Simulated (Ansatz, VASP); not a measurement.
## Two plane-wave programs on ScW3

```xyz
4
Lattice="4.1115 0.0000 0.0000 0.0000 4.1115 0.0000 0.0000 0.0000 4.1115" Properties=species:S:1:pos:R:3 pbc="T T T"
Sc    0.0000    0.0000    0.0000
W     0.0000    2.0557    2.0557
W     2.0557    2.0557    0.0000
W     2.0557    0.0000    2.0557
```

Change from the starting cell: species swapped into the Pr3In type (Pm-3m, No. 221).

Alike in both runs: functional PBE; k mesh 12 × 12 × 12; occupations gaussian, width 0.1 eV; no spin polarisation.

Ansatz relaxed the structure, and its values are those at the end. VASP's run is a single point on that final structure, the one shown.

```csv
,VASP,Ansatz
version,VASP 6.6.1,Ansatz 0.2.0
potentials or method,"VASP PAW PBE potentials, release 64 (Sc_sv, W_sv), cutoff 520 eV","scalar-relativistic, plane waves, PAW"
valence electrons in the cell,53,53
```

Ansatz gave:

| Property | Result |
| --- | --- |
| gap on the k mesh at the Fermi level (eV) | none |
| pressure (GPa) | 0.0 |

**Question.** What did VASP give for the same quantities?

**Answer.** gap on the k mesh at the Fermi level (eV): none; pressure (GPa): 0.3.

A gap of «none» marks a metal or a gap that the smearing closes. The functional is the same, so the differences come from potentials, cutoffs and numerics.

Spin-orbit coupling is off throughout.
